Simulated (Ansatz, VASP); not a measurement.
Two plane-wave programs on Al

```xyz
3
Lattice="5.0445 0.0000 0.0000 -2.5222 4.3686 0.0000 0.0000 0.0000 2.8353" Properties=species:S:1:pos:R:3 pbc="T T T"
Al    1.2611    2.1843    0.9451
Al    2.5222    0.0000    0.0000
Al   -1.2611    2.1843    1.8902
```

Alike in both runs: task relaxation of cell and atoms; functional PBE; k mesh 12 × 12 × 16; occupations gaussian, width 0.1 eV; no spin polarisation.

|  | VASP | Ansatz |
| --- | --- | --- |
| version | VASP 6.6.1 | Ansatz 0.2.0 |
| potentials or method | VASP PAW PBE potentials, release 64 (Al), cutoff 600 eV | scalar-relativistic, plane waves, PAW |
| valence electrons in the cell | 9 | 9 |

```csv
,VASP,Ansatz,Ansatz less VASP
"gap on the k mesh at the Fermi level, each at its own relaxed structure (eV)",none,none,-
relaxed volume (Å³/atom),20.78,20.78,-0.004
relaxed cell length with the largest relative difference (Å),2.788,2.787,-0.0007
```

A gap of «none» marks a metal or a gap that the smearing closes.
